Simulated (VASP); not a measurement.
Here is a VASP 6.6.1 calculation.

The input INCAR:

```
ALGO     = Fast           # electronic algorithm
EDIFF    = 1E-6           # SCF threshold, eV
ENCUT    = 520            # plane-wave cutoff, eV
GGA      = PS             # functional
ISIF     = 2              # what is computed and relaxed
ISMEAR   = 0              # smearing method
LASPH    = True           # aspherical terms in the spheres
LCHARG   = False          # write CHGCAR
LREAL    = False          # projectors in reciprocal space
LWAVE    = False          # write WAVECAR
NBANDS   = 12             # bands
NELM     = 80             # most SCF steps
PREC     = Accurate       # precision mode
SIGMA    = 0.15           # smearing width, eV
```

File KPOINTS:

```
k-points
0
Gamma
  26 26 26
```

The input POSCAR:

```
Au
1.0
   -1.6210733944      1.6210733944      1.5805465595
    1.6210733944     -1.6210733944      1.5805465595
    1.6210733944      1.6210733944     -1.5805465595
Au
1
Direct
    0.0000000000      0.0000000000      0.0000000000
```

Potentials or basis: VASP PAW PBE potentials, release 64 (Au).

Command:

```sh
$ cat potpaw_PBE.64/Au/POTCAR > POTCAR
$ mpirun -np 1 vasp_std > vasp.out
```

(1) Estimate the pressure.

(2) Estimate the band gap on the k mesh.

## Answers

(1) 4.7 GPa.

(2) zero (an odd number of electrons rules out a gap without spin polarisation).

Caveat: the cell differs from its parent crystal (strain +0.000 along x and y, -0.025 along z); the cell stands under pressure; the PAW data sets were made with another functional, which shifts forces and pressure a little; spin-orbit coupling is left out, which moves the levels of the heavy elements.
